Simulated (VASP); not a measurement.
Set up this calculation in VASP 6.6.1, as the native input.

```yaml
Task: single point
Functional: PBE
Potentials_or_basis: VASP PAW PBE potentials, release 64 (Ga_d, N)
Cutoff: 520 eV
k_mesh: 6 × 6 × 6
Occupations: gaussian, width 0.1 eV
Spin: collinear spin, ferromagnetic start
Starting_moments: "[0.0, 1.0] μB"
Dipole_correction: no
Further_INCAR_settings: ALGO = Normal; EDIFF = 1e-07; NBANDS = 20
```

The structure of GaN lies in POSCAR:

```
GaN
1.0
    2.9956605046      0.0000000000      0.0000000000
   -1.4978302523      2.5943180981      0.0000000000
    0.0000000000      0.0000000000      2.6757328740
Ga N
1 1
Direct
    0.6666666667      0.3333333333      0.5000000000
    0.0000000000      0.0000000000      0.0000000000
```

The input as run:

INCAR

```
PREC = Accurate
ENCUT = 520
EDIFF = 1E-7
ISMEAR = 0
SIGMA = 0.1
LREAL = False
LASPH = True
NELM = 150
ALGO = Normal
ISIF = 2
LWAVE = False
LCHARG = True
ISPIN = 2
MAGMOM = 0 1
LORBIT = 11
GGA = PE
LELF = True
LVHAR = True
NBANDS = 20
```

KPOINTS

```
Automatic mesh
0
Gamma
  6 6 6
```

Potentials or basis: VASP PAW PBE potentials, release 64 (Ga_d, N).

The run is started by

```sh
$ cat potpaw_PBE.64/Ga_d/POTCAR potpaw_PBE.64/N/POTCAR > POTCAR
$ mpirun -np 1 vasp_std > vasp.out
```

Results of the run:

- Pressure: 0.6 GPa
- Band gap on the k mesh: zero (filled and empty bands overlap)
- Net moment: 0.00 μB per cell
- Valence electrons inside the program's atomic spheres: Ga 11.56; N 3.64

Caveat: the k points lie up to 0.40 Å⁻¹ apart.

Wall time 13 s on 1 thread of Intel(R) Xeon(R) Platinum 8559C (Emerald Rapids), with other jobs on the host, peak memory 0.14 GiB.
